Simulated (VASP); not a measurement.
Set up this calculation in VASP 6.6.1, as the native input.

| Item | Value |
| --- | --- |
| Task | single point |
| Functional | PBE |
| Potentials or basis | VASP PAW PBE potentials, release 64 (Hf_pv, Si, O) |
| Cutoff | 520 eV |
| k mesh | 7 × 7 × 7 |
| Occupations | fermi-dirac, width 0.02 eV |
| Spin | no spin polarisation |
| Dipole correction | no |
| Further INCAR settings | ALGO = Normal; EDIFF = 1e-07; NBANDS = 50 |

The structure of HfSiO4 lies in POSCAR:

```
HfSiO4
1.0
   -3.2862500000      3.2862500000      3.0710480000
    3.2862500000     -3.2862500000      3.0710480000
    3.2862500000      3.2862500000     -3.0710480000
Hf Si O
2 2 8
Direct
    0.7500000000      0.2500000000      0.5000000000
    0.0000000000      0.0000000000      0.0000000000
    0.2500000000      0.7500000000      0.5000000000
    0.5000000000      0.5000000000      0.0000000000
    0.1352999901      0.3202280497      0.8150719404
    0.0702280497      0.7551561093      0.6849280596
    0.5051561093      0.3202280497      0.1849280596
    0.0702280497      0.3852999901      0.3150719404
    0.6147000099      0.9297719503      0.6849280596
    0.6797719503      0.8647000099      0.1849280596
    0.2448438907      0.9297719503      0.3150719404
    0.6797719503      0.4948438907      0.8150719404
```

This cell differs from its parent crystal: z stretched by +3 %, then relaxed in part.

These files were run (other wordings do the same):

INCAR

```
SYSTEM = HfSiO4
  ALGO = Normal
  EDIFF = 1E-7
  ENCUT = 520
  GGA = PE
  ISIF = 2
  ISMEAR = -1
  LASPH = .True.
  LCHARG = .False.
  LREAL = .False.
  LWAVE = .False.
  NBANDS = 50
  NELM = 100
  PREC = Accurate
  SIGMA = 0.02
```

KPOINTS

```
k-points
0
Gamma
  7 7 7
  0 0 0
```

Potentials or basis: VASP PAW PBE potentials, release 64 (Hf_pv, Si, O).

Command:

```sh
$ cat potpaw_PBE.64/Hf_pv/POTCAR potpaw_PBE.64/Si/POTCAR potpaw_PBE.64/O/POTCAR > POTCAR
$ mpirun -np 1 vasp_std > vasp.out
```

It gave:

```
Pressure               : -2.1 GPa
Largest force          : 0.194 eV/Å
Band gap on the k mesh : 5.26 eV (least direct gap 5.70 eV)
```

Caveat: the cell differs from its parent crystal (z stretched by +3 %, then relaxed in part); spin-orbit coupling is left out, which moves the levels of the heavy elements; an odd mesh through Γ misses points on the zone boundary, where band edges can lie.

It took 6.2 min on 1 thread of Intel(R) Xeon(R) Platinum 8259CL CPU @ 2.50GHz (Skylake/Cascade Lake) (shared host), peak memory 0.38 GiB.
